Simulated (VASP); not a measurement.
## Ge2Sb2Te5: single point with PBE

The system is Ge2Sb2Te5.

```
Ge Sb Te
1.0
     4.19190    0.00000    0.00000
    -2.09595    3.63029    0.00000
     0.00000    0.00000   18.09760
Ge Sb Te
2 2 5
Direct
  0.00000 0.00000 0.33132
  0.00000 0.00000 0.66868
  0.33333 0.66667 0.11210
  0.66667 0.33333 0.88790
  0.00000 0.00000 0.00000
  0.33333 0.66667 0.79143
  0.66667 0.33333 0.20857
  0.33333 0.66667 0.40960
  0.66667 0.33333 0.59040
```

```
Program                : VASP 6.6.1
Task                   : single point
Functional             : PBE
Potentials or basis    : VASP PAW PBE potentials, release 64 (Ge_d, Sb, Te)
Cutoff                 : 520 eV
k mesh                 : 9 × 9 × 2
Occupations            : gaussian, width 0.03 eV
Spin                   : no spin polarisation
Dipole correction      : no
Further INCAR settings : ALGO = Normal; EDIFF = 1e-06; NBANDS = 44
```

The pressure is 1.8 GPa and the largest force is 0.196 eV/Å. The band gap on the k mesh is 0.06 eV (least direct gap 0.17 eV).

Forces in eV/Å, atoms in the order of the input:
```
Ge   0.000  0.000 -0.145
Ge   0.000  0.000  0.145
Sb   0.000  0.000 -0.098
Sb   0.000  0.000  0.098
Te   0.000  0.000  0.000
Te   0.000  0.000 -0.196
Te   0.000  0.000  0.196
Te   0.000  0.000  0.160
Te   0.000  0.000 -0.160
```

Stress tensor (GPa, compression positive):
```
1.98 0.00 0.00
0.00 1.98 0.00
0.00 0.00 1.29
```

Levels at points of the mesh, in eV from the valence-band top:
```
           k point  band 31  band 32  band 33  band 34  band 35  band 36  band 37  band 38
(0.00, 0.00, 0.00)    -1.42    -1.21    -1.06     0.00     0.17     0.18     0.18     1.08
(0.00, 0.00, 0.50)    -1.47    -1.47    -0.89    -0.03     0.19     0.19     0.19     1.03
```

Run time: 7.4 min on 1 thread of Intel(R) Xeon(R) Platinum 8259CL CPU @ 2.50GHz (Skylake/Cascade Lake), with other jobs on the host, peak memory 0.54 GiB.

Caveat: spin-orbit coupling is left out, which moves the levels of the heavy elements; an odd mesh through Γ misses points on the zone boundary, where band edges can lie; this functional lacks dispersion, which binds the layers, so the pressure and a relaxed spacing across them are unreliable.
